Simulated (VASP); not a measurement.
# PbS (R-3m) in VASP: a series of runs, part 2 of 3

VASP 6.6.1. Earlier steps stand in the parts before.

### 3 Electric field gradients, LDA (equal xy, yz and zx shear strains of +2 %)

File INCAR:

```
PREC     = Accurate       # precision mode
ENCUT    = 520            # plane-wave cutoff, eV
EDIFF    = 1E-8           # SCF threshold, eV
ISMEAR   = -1             # smearing method
SIGMA    = 0.01           # smearing width, eV
LREAL    = F              # projectors in reciprocal space
LASPH    = T              # aspherical terms in the spheres
NELM     = 100            # most SCF steps
ALGO     = Normal         # electronic algorithm
ISIF     = 2              # what is computed and relaxed
LWAVE    = F              # write WAVECAR
LCHARG   = F              # write CHGCAR
GGA      = CA             # functional
LEFG     = T            
NBANDS   = 17             # bands
```

File KPOINTS:

```
Automatic mesh
0
Gamma
  8 8 8
```

File POSCAR:

```
PbS
1.0
    0.0593000000      2.9946500000      2.9946500000
    2.9946500000      0.0593000000      2.9946500000
    2.9946500000      2.9946500000      0.0593000000
Pb S
1 1
Direct
    0.0000000000      0.0000000000      0.0000000000
    0.5000000000      0.5000000000      0.5000000000
```

Potentials or basis: VASP PAW LDA potentials, release 64 (Pb_d, S).

Started as:

```console
$ cat potpaw_LDA.64/Pb_d/POTCAR potpaw_LDA.64/S/POTCAR > POTCAR
$ mpirun -np 1 vasp_std > vasp.out
```

OUTCAR:

```text
PREC = Accurate
   ENCUT = 520
   EDIFF = 1E-8
   ISMEAR = -1
   LREAL = F
   LASPH = T
   NELM = 100
   ISIF = 2
   GGA = CA

 ion  position               nearest neighbor table
   1  0.000  0.000  0.000-   2 2.97   2 2.97   2 2.97   2 2.97   2 2.97   2 2.97
   2  0.500  0.500  0.500-   1 2.97   1 2.97   1 2.97   1 2.97   1 2.97   1 2.97

  LATTYP: Found a trigonal (rhomboedric) cell.
 ALAT       =     4.2354897869
 COS(alpha) =     0.5197000882

  Lattice vectors:

 A1 = (   0.0593000000,   2.9946500000,   2.9946500000)
 A2 = (   2.9946500000,   0.0593000000,   2.9946500000)
 A3 = (   2.9946500000,   2.9946500000,   0.0593000000)

Analysis of symmetry for initial positions (statically):
=====================================================================
 Subroutine PRICEL returns:
 Original cell was already a primitive cell.

 Routine SETGRP: Setting up the symmetry group for a
 trigonal (rhombohedral) supercell.

 Subroutine GETGRP returns: Found 12 space group operations
 (whereof 12 operations were pure point group operations)
 out of a pool of 12 trial point group operations.

The static configuration has the point symmetry D_3d.

Analysis of symmetry for dynamics (positions and initial velocities):
=====================================================================
 Subroutine PRICEL returns:
 Original cell was already a primitive cell.

 Routine SETGRP: Setting up the symmetry group for a
 trigonal (rhombohedral) supercell.

 Subroutine GETGRP returns: Found 12 space group operations
 (whereof 12 operations were pure point group operations)
 out of a pool of 12 trial point group operations.

[... 158 lines left out ...]
      3     -11.1686      2.00000
      4     -11.1571      2.00000
      5     -11.1571      2.00000
      6      -7.9689      2.00000
[... 457 lines left out ...]
      4     -11.1471      2.00000
      5     -11.1333      2.00000
      6      -7.1801      2.00000
[... 9 lines left out ...]
     16      14.9036      0.00000
     17      16.5487      0.00000

 [... further k-points ...]

------------------------ aborting loop because EDIFF is reached ----------------------------------------

  FORCE on cell =-STRESS in cart. coord.  units (eV):
  Direction    XX          YY          ZZ          XY          YZ          ZX
  --------------------------------------------------------------------------------------
  -------------------------------------------------------------------------------------
  Total       -0.8193069     -0.8193069     -0.8193069     -0.1380581     -0.1380581     -0.1380581
  in kB      -25.1873545    -25.1873545    -25.1873545     -4.2442191     -4.2442191     -4.2442191
  external PRESSURE =     -25.1873545 kB  Pullay stress =       0.0000000 kB

 VOLUME and BASIS-vectors are now :
 -----------------------------------------------------------------------------
  energy-cutoff  :      520.00
  volume of cell :       52.12
      direct lattice vectors                 reciprocal lattice vectors
     0.059300000  2.994650000  2.994650000    -0.172007413  0.168667464  0.168667464
     2.994650000  0.059300000  2.994650000     0.168667464 -0.172007413  0.168667464
     2.994650000  2.994650000  0.059300000     0.168667464  0.168667464 -0.172007413

 POSITION                                       TOTAL-FORCE (eV/Angst)
 -----------------------------------------------------------------------------------
      0.00000      0.00000      0.00000         0.000000     -0.000000      0.000000
      3.02430      3.02430      3.02430        -0.000000      0.000000     -0.000000
 -----------------------------------------------------------------------------------
    total drift:                                0.000000     -0.000000     -0.000000

  FREE ENERGIE OF THE ION-ELECTRON SYSTEM (eV)
  ---------------------------------------------------
  free  energy   TOTEN  =        -9.9788199600 eV

  energy  without entropy=       -9.9787467148  energy(sigma->0) =       -9.97878334

 Electric field gradients (V/A^2)
---------------------------------------------------------------------
 ion       V_xx      V_yy      V_zz      V_xy      V_xz      V_yz
---------------------------------------------------------------------
   1       0.000     0.000    -0.000    -1.750    -1.750    -1.750
   2      -0.000    -0.000    -0.000     3.232     3.232     3.232
---------------------------------------------------------------------

 Electric field gradients after diagonalization (V/A^2)
 (convention: |V_zz| > |V_xx| > |V_yy|)
----------------------------------------------------------------------
 ion       V_xx      V_yy      V_zz     asymmetry (V_yy - V_xx)/ V_zz
----------------------------------------------------------------------
   1       1.750     1.750    -3.500       0.000
   2      -3.232    -3.232     6.463       0.000
----------------------------------------------------------------------

           NMR quadrupolar parameters

 Cq : quadrupolar parameter    Cq=e*Q*V_zz/h
 eta: asymmetry parameters     (V_yy - V_xx)/ V_zz
 Q  : nuclear electric quadrupole moment in mb (millibarn)
----------------------------------------------------------------------
 ion       Cq(MHz)       eta       Q (mb)
----------------------------------------------------------------------
   1      -0.008       0.000       1.000
   2       0.016       0.000       1.000
----------------------------------------------------------------------
```

It took 41 s on 1 thread of Intel Xeon 8259CL, shared host; peak memory 0.19 GiB.

Results:

```yaml
Free_energy: -9.9788 eV
Pressure: -2.5 GPa
Band_gap_on_the_k_mesh: 0.02 eV (least direct gap 0.18 eV)
Largest_electric_field_gradient_by_atom: Pb -3.5; S +6.5 V/Å²
```

Levels at points of the mesh, in eV from the valence-band top:
```tsv
k point	band 7	band 8	band 9	band 10	band 11	band 12	band 13	band 14
(0.00, 0.00, 0.00)	-6.21	-2.44	-2.21	-2.21	4.95	4.95	4.97	6.28
(0.50, 0.00, 0.00)	-9.02	-1.94	-1.86	-0.16	0.02	1.61	1.72	8.36
(0.50, 0.50, 0.00)	-7.40	-5.38	-3.68	-3.49	3.61	5.21	5.43	5.58
(0.50, 0.50, 0.50)	-9.16	-1.80	-1.80	0.00	0.24	1.89	1.89	8.34
```

Electric field gradients, principal values (V/Å²):
| atom | least | middle | greatest (by size) |
| --- | --- | --- | --- |
| 1 Pb | 1.750 | 1.750 | -3.500 |
| 2 S | -3.232 | -3.232 | 6.463 |

Caveat: the cell differs from its parent crystal (equal xy, yz and zx shear strains of +2 %); without QUAD_EFG the Cq values of the log hold for a quadrupole moment of 1 mb, not for the nuclei; spin-orbit coupling is left out, which moves the levels of the heavy elements. A k mesh can miss the band edges.

### 4 Electric field gradients, LDA (equal xy, yz and zx shear strains of -2 %)

File INCAR:

```
  ALGO = Normal
  EDIFF = 1E-8
  ENCUT = 520
  ISIF = 2
  ISMEAR = -1
  LASPH = True
  LCHARG = False
  LEFG = True
  LREAL = False
  LWAVE = False
  NBANDS = 17
  NELM = 100
  PREC = Accurate
  SIGMA = 0.01
```

File KPOINTS:

```
k-points
0
Gamma
  8 8 8
```

File POSCAR:

```
PbS
1.0
   -0.0593000000      2.9353500000      2.9353500000
    2.9353500000     -0.0593000000      2.9353500000
    2.9353500000      2.9353500000     -0.0593000000
Pb S
1 1
Direct
    0.0000000000      0.0000000000      0.0000000000
    0.5000000000      0.5000000000      0.5000000000
```

Potentials or basis: VASP PAW LDA potentials, release 64 (Pb_d, S).

Started as:

```console
$ cat potpaw_LDA.64/Pb_d/POTCAR potpaw_LDA.64/S/POTCAR > POTCAR
$ mpirun -np 1 vasp_std > vasp.out
```

OUTCAR:

```text
EDIFF = 1E-8
   ENCUT = 520
   ISIF = 2
   ISMEAR = -1
   LASPH = True
   LREAL = False
   NELM = 100
   PREC = Accurate

 ion  position               nearest neighbor table
   1  0.000  0.000  0.000-   2 2.97   2 2.97   2 2.97   2 2.97   2 2.97   2 2.97
   2  0.500  0.500  0.500-   1 2.97   1 2.97   1 2.97   1 2.97   1 2.97   1 2.97

  LATTYP: Found a trigonal (rhomboedric) cell.
 ALAT       =     4.1516353085
 COS(alpha) =     0.4797000918

  Lattice vectors:

 A1 = (  -0.0593000000,   2.9353500000,   2.9353500000)
 A2 = (   2.9353500000,  -0.0593000000,   2.9353500000)
 A3 = (   2.9353500000,   2.9353500000,  -0.0593000000)

Analysis of symmetry for initial positions (statically):
=====================================================================
 Subroutine PRICEL returns:
 Original cell was already a primitive cell.

 Routine SETGRP: Setting up the symmetry group for a
 trigonal (rhombohedral) supercell.

 Subroutine GETGRP returns: Found 12 space group operations
 (whereof 12 operations were pure point group operations)
 out of a pool of 12 trial point group operations.

The static configuration has the point symmetry D_3d.

Analysis of symmetry for dynamics (positions and initial velocities):
=====================================================================
 Subroutine PRICEL returns:
 Original cell was already a primitive cell.

 Routine SETGRP: Setting up the symmetry group for a
 trigonal (rhombohedral) supercell.

 Subroutine GETGRP returns: Found 12 space group operations
 (whereof 12 operations were pure point group operations)
 out of a pool of 12 trial point group operations.

The dynamic configuration has the point symmetry D_3d.

 Subroutine INISYM returns: Found 12 space group operations
 (whereof 12 operations are pure point group operations),
 and found     1 'primitive' translations

----------------------------------------------------------------------------------------

                                     Primitive cell

  volume of cell :      52.1162

  direct lattice vectors                    reciprocal lattice vectors
    -0.059300000  2.935350000  2.935350000    -0.165260701  0.168668138  0.168668138
     2.935350000 -0.059300000  2.935350000     0.168668138 -0.165260701  0.168668138
     2.935350000  2.935350000 -0.059300000     0.168668138  0.168668138 -0.165260701

  length of vectors
     4.151635309  4.151635309  4.151635309     0.290187838  0.290187838  0.290187838

  position of ions in fractional coordinates (direct lattice)
     0.000000000  0.000000000  0.000000000
     0.500000000  0.500000000  0.500000000

  ion indices of the primitive-cell ions
   primitive index   ion index
                 1           1
                 2           2

----------------------------------------------------------------------------------------

 KPOINTS: k-points

Automatic generation of k-mesh.
 Grid dimensions read from file:
 generate k-points for:    8    8    8
[... 70 lines left out ...]
   ISIF   =      2    stress and relaxation
   ISYM   =      2    0-nonsym 1-usesym 2-fastsym
   POTIM  = 0.5000    time-step for ionic-motion
   TEBEG  =    0.0;   TEEND  =   0.0 temperature during run
   PSTRESS=    0.0 pullay stress
   NELECT =      20.0000    total number of electrons
   NUPDOWN=      -1.0000    fix difference up-down
   EMIN   =  10.00;   EMAX   =-10.00  energy-range for DOS
   EFERMI =   0.00;   METHOD = LEGACY
   ISMEAR =    -1;   SIGMA  =   0.01  broadening in eV -4-tet -1-fermi 0-gaus
   EFERMI_NEDOS =   21; number of points for ismear=-14 and -15
   IALGO  =     38    algorithm
   IMIX   =      4    mixing-type and parameters
     AMIX     =   0.40;   BMIX     =  1.00
     AMIX_MAG =   1.60;   BMIX_MAG =  1.00
  volume/ion in A,a.u.               =      26.06       175.85
  Fermi-wavevector in a.u.,A,eV,Ry     =   1.189672  2.248154 19.256586  1.415319
  Thomas-Fermi vector in A             =   2.325774
   LORBIT       =      0    0 simple, 1 ext, 2 COOP (PROOUT), +10 PAW based schemes
   GGA     = CA    functional components
   LHFCALC =     F    Hartree Fock is set to
   AEXX    =    0.0000 exact exchange contribution
   IVDW    =     0    specifies the selected vdW correction
   LEPSILON=     F    determine dielectric tensor
   LRPA    =     F    only Hartree local field effects (RPA)
 non-spin polarized calculation
  energy-cutoff  :      520.00
  volume of cell :       52.12
 maximum number of plane-waves:      1417
   NGX = 15   NGY = 15   NGZ = 15

 number of electron      20.0000001 magnetization

 Free energy of the ion-electron system (eV)
  ---------------------------------------------------
  ext. energy  EPLUGINS =         0.00000000
  ---------------------------------------------------
  free energy    TOTEN  =        -9.97899738 eV

  energy without entropy =       -9.97891554  energy(sigma->0) =       -9.97895646

 E-fermi :   5.6646     XC(G=0): -10.0347

 val. band max:        5.6633017328   @ k =   0.5000   0.5000   0.5000
 cond. band min:       5.8519629631   @ k =   0.5000   0.0000  -0.0000
 fundamental gap:      0.1886612304
 Fermi energy:         5.6646395136

 k-point     1 :       0.0000    0.0000    0.0000
  band No.  band energies     occupation
      1     -11.1733      2.00000
      2     -11.1733      2.00000
      3     -11.1708      2.00000
      4     -11.1570      2.00000
      5     -11.1570      2.00000
      6      -7.9691      2.00000
[... 457 lines left out ...]
      4     -11.1422      2.00000
      5     -11.1355      2.00000
      6      -7.1742      2.00000
[... 9 lines left out ...]
     16      15.3209      0.00000
     17      16.2930      0.00000

 [... further k-points ...]

------------------------ aborting loop because EDIFF is reached ----------------------------------------

  FORCE on cell =-STRESS in cart. coord.  units (eV):
  Direction    XX          YY          ZZ          XY          YZ          ZX
  --------------------------------------------------------------------------------------
  -------------------------------------------------------------------------------------
  Total       -0.8213307     -0.8213307     -0.8213307      0.1262638      0.1262638      0.1262638
  in kB      -25.2496720    -25.2496720    -25.2496720      3.8816516      3.8816516      3.8816516
  external PRESSURE =     -25.2496720 kB  Pullay stress =       0.0000000 kB

 VOLUME and BASIS-vectors are now :
 -----------------------------------------------------------------------------
  energy-cutoff  :      520.00
  volume of cell :       52.12
      direct lattice vectors                 reciprocal lattice vectors
    -0.059300000  2.935350000  2.935350000    -0.165260701  0.168668138  0.168668138
     2.935350000 -0.059300000  2.935350000     0.168668138 -0.165260701  0.168668138
     2.935350000  2.935350000 -0.059300000     0.168668138  0.168668138 -0.165260701

 POSITION                                       TOTAL-FORCE (eV/Angst)
 -----------------------------------------------------------------------------------
      0.00000      0.00000      0.00000         0.000000     -0.000000      0.000000
      2.90570      2.90570      2.90570        -0.000000      0.000000     -0.000000
 -----------------------------------------------------------------------------------
    total drift:                                0.000000     -0.000000     -0.000000

  FREE ENERGIE OF THE ION-ELECTRON SYSTEM (eV)
  ---------------------------------------------------
  free  energy   TOTEN  =        -9.9789973780 eV

  energy  without entropy=       -9.9789155409  energy(sigma->0) =       -9.97895646

 Electric field gradients (V/A^2)
---------------------------------------------------------------------
 ion       V_xx      V_yy      V_zz      V_xy      V_xz      V_yz
---------------------------------------------------------------------
   1      -0.000     0.000     0.000     1.162     1.162     1.162
   2      -0.000    -0.000    -0.000    -3.082    -3.082    -3.082
---------------------------------------------------------------------

 Electric field gradients after diagonalization (V/A^2)
 (convention: |V_zz| > |V_xx| > |V_yy|)
----------------------------------------------------------------------
 ion       V_xx      V_yy      V_zz     asymmetry (V_yy - V_xx)/ V_zz
----------------------------------------------------------------------
   1      -1.162    -1.162     2.325       0.000
   2       3.082     3.082    -6.164       0.000
----------------------------------------------------------------------

           NMR quadrupolar parameters

 Cq : quadrupolar parameter    Cq=e*Q*V_zz/h
 eta: asymmetry parameters     (V_yy - V_xx)/ V_zz
 Q  : nuclear electric quadrupole moment in mb (millibarn)
----------------------------------------------------------------------
 ion       Cq(MHz)       eta       Q (mb)
----------------------------------------------------------------------
   1       0.006       0.000       1.000
   2      -0.015       0.000       1.000
----------------------------------------------------------------------
```

OSZICAR:

```text
N       E                     dE             d eps       ncg     rms          rms(c)
DAV:   1     0.157840728280E+03    0.15784E+03   -0.96996E+03  2219   0.122E+03
DAV:   2     0.188569026854E+01   -0.15596E+03   -0.15028E+03  2362   0.314E+02
DAV:   3    -0.100979415433E+02   -0.11984E+02   -0.11867E+02  2833   0.913E+01
DAV:   4    -0.104233558534E+02   -0.32541E+00   -0.32506E+00  2830   0.161E+01
DAV:   5    -0.104344979222E+02   -0.11142E-01   -0.11141E-01  3257   0.293E+00    0.447E+00
DAV:   6    -0.999039290479E+01    0.44411E+00   -0.13220E+00  3473   0.777E+00    0.313E+00
DAV:   7    -0.998304001208E+01    0.73529E-02   -0.10319E-01  2626   0.161E+00    0.174E+00
DAV:   8    -0.997938888564E+01    0.36511E-02   -0.11912E-02  2828   0.105E+00    0.218E-01
DAV:   9    -0.997898120814E+01    0.40768E-03   -0.26385E-03  3343   0.385E-01    0.728E-02
DAV:  10    -0.997899939267E+01   -0.18185E-04   -0.16836E-04  2545   0.752E-02    0.435E-02
DAV:  11    -0.997899771569E+01    0.16770E-05   -0.13781E-05  2992   0.353E-02    0.739E-03
DAV:  12    -0.997899739880E+01    0.31689E-06   -0.14096E-06  3074   0.178E-02    0.343E-03
DAV:  13    -0.997899737628E+01    0.22527E-07   -0.23650E-07  2565   0.324E-03    0.142E-03
DAV:  14    -0.997899737803E+01   -0.17512E-08   -0.71414E-09  2189   0.633E-04
   1 F= -.99789974E+01 E0= -.99789565E+01  d E =-.818372E-04
```

Run time: 44 s. Hardware: 1 thread of Intel Xeon 8259CL, shared host; peak memory 0.19 GiB.

Results:

```yaml
Free_energy: -9.9790 eV
Pressure: -2.5 GPa
Largest_electric_field_gradient_by_atom: Pb +2.3; S -6.2 V/Å²
```

Levels at points of the mesh, in eV from the Fermi level:
```
           k point  band 8  band 9  band 10  band 11  band 12  band 13
(0.00, 0.00, 0.00)   -2.29   -2.29    -2.07     5.00     5.03     5.03
(0.50, 0.00, 0.00)   -1.83   -1.75    -0.02     0.19     1.77     1.91
(0.50, 0.50, 0.00)   -5.32   -3.62    -3.42     3.67     5.27     5.51
(0.50, 0.50, 0.50)   -1.89   -1.89    -0.18     0.00     1.60     1.60
```

Electric field gradients, principal values (V/Å²):
| atom | least | middle | greatest (by size) |
| --- | --- | --- | --- |
| 1 Pb | -1.162 | -1.162 | 2.325 |
| 2 S | 3.082 | 3.082 | -6.164 |

Caveat: the cell differs from its parent crystal (equal xy, yz and zx shear strains of -2 %); without QUAD_EFG the Cq values of the log hold for a quadrupole moment of 1 mb, not for the nuclei; spin-orbit coupling is left out, which moves the levels of the heavy elements.

[end of part 2 of 3]
